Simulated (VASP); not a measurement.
Au, 1 atom in the cell. It takes space group Im-3m (No. 229, cubic). The conventional cell has a = 3.242 Å, b = 3.242 Å, c = 3.242 Å, α = 90.00°, β = 90.00°, γ = 90.00°. Within 3.7 Å of Au (site symmetry m-3m) lie 14 Au at 2.81 to 3.24 Å. This isn't the form of Au at room conditions, which is fcc.

| Item | Value |
| --- | --- |
| Program | VASP 6.6.1 |
| Task | relaxation of cell and atoms |
| Functional | PBEsol |
| Potentials or basis | VASP PAW PBE potentials, release 64 (Au) |
| Cutoff | 500 eV |
| k mesh | 10 × 10 × 10 |
| Occupations | fermi-dirac, width 0.1 eV |
| Spin | no spin polarisation |
| Dipole correction | no |
| Further INCAR settings | ALGO = Normal; EDIFF = 1e-07; IBRION = 2; EDIFFG = -0.01; NSW = 60; ISIF = 3 |

Potentials or basis: VASP PAW PBE potentials, release 64 (Au).

Launch:

```bash
$ cat potpaw_PBE.64/Au/POTCAR > POTCAR
$ mpirun -np 1 vasp_std > vasp.out
```

Hardware: 1 thread of Intel(R) Xeon(R) Platinum 8259CL CPU @ 2.50GHz (Skylake/Cascade Lake) (shared host).

**Question.** Estimate the wall time of this run.

**Answer.** Run time: 10 s on 1 thread of Intel(R) Xeon(R) Platinum 8259CL CPU @ 2.50GHz (Skylake/Cascade Lake), with other jobs on the host, peak memory 0.13 GiB. Counts: scf iterations 21, k points 47, ion steps 3.
